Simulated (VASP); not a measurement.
**CsAs: relaxation of cell and atoms with LDA**

The system is CsAs.

```xyz
2
Lattice="4.2949 0.0000 0.0000 0.0000 4.2949 0.0000 0.0000 0.0000 4.2949" Properties=species:S:1:pos:R:3 pbc="T T T"
Cs    0.0000    0.0000    0.0000
As    2.1475    2.1475    2.1475
```

```json
{
 "Program": "VASP 6.6.1",
 "Task": "relaxation of cell and atoms",
 "Functional": "LDA",
 "Potentials or basis": "VASP PAW LDA potentials, release 64 (Cs_sv, As)",
 "Cutoff": "600 eV",
 "k mesh": "6 × 6 × 6",
 "Occupations": "fermi-dirac, width 0.05 eV",
 "Spin": "no spin polarisation",
 "Target pressure": "20 GPa",
 "Dipole correction": "no",
 "Further INCAR settings": "ALGO = Normal; EDIFF = 1e-06; IBRION = 2; EDIFFG = -0.01; NSW = 60; ISIF = 3"
}
```

```
Relaxed volume                                         : 23.18 Å³/atom
Relaxed cell                                           : a = 3.592 Å, b = 3.592 Å, c = 3.592 Å, α = 90.00°, β = 90.00°, γ = 90.00°
Space group after relaxing (to 0.05 Å)                 : Pm-3m (No. 221)
Energy change on relaxing (the enthalpy is what falls) : +425.8 meV/atom
Ionic steps                                            : 5
Pressure after relaxing                                : 20.0 GPa
Band gap on the k mesh                                 : zero (band 7 reaches 6.80 eV, above the bottom of band 8 at 1.83 eV)
```

Step by step:
| step | energy change (eV) | largest force (eV/Å) | pressure (GPa) | volume (Å³) |
| --- | --- | --- | --- | --- |
| 1 | 0.0000 | 0.0000 | -2.45 | 79.23 |
| 2 | 5.5477 | 0.0000 | 101.93 | 31.10 |
| 3 | 0.6554 | 0.0000 | 16.67 | 48.08 |
| 4 | 0.7815 | 0.0000 | 18.83 | 46.94 |
| 5 | 0.8516 | 0.0000 | 19.98 | 46.36 |

Final structure:
```cif
data_structure
_symmetry_space_group_name_H-M 'P 1'
_symmetry_Int_Tables_number 1
_cell_length_a 3.5923
_cell_length_b 3.5923
_cell_length_c 3.5923
_cell_angle_alpha 90.000
_cell_angle_beta 90.000
_cell_angle_gamma 90.000
_cell_volume 46.36
loop_
_atom_site_label
_atom_site_type_symbol
_atom_site_fract_x
_atom_site_fract_y
_atom_site_fract_z
_atom_site_occupancy
Cs1 Cs 0.00000 0.00000 0.00000 1
As1 As 0.50000 0.50000 0.50000 1
```

Levels at points of the mesh, in eV from the Fermi level:
```
           k point  band 5  band 6  band 7  band 8  band 9  band 10
(0.00, 0.00, 0.00)   -8.16    1.21    1.21    1.49    1.49     1.49
(0.50, 0.00, 0.00)   -6.55   -3.12   -0.36   -0.36    2.95     5.53
(0.50, 0.50, 0.00)   -7.28   -0.11   -0.11    0.95    2.97     4.77
(0.50, 0.50, 0.50)   -9.41   -3.76   -3.76   -3.76   10.71    10.71
```

Wall time 47 s on 1 thread of Intel Xeon 6975P-C (shared host), peak memory 0.19 GiB.

Caveat: the cell is relaxed towards a set pressure, so the enthalpy falls and the energy may rise; the volume moved by over 15 % at a fixed basis, so the end points are rough; spin-orbit coupling is left out, which moves the levels of the heavy elements.
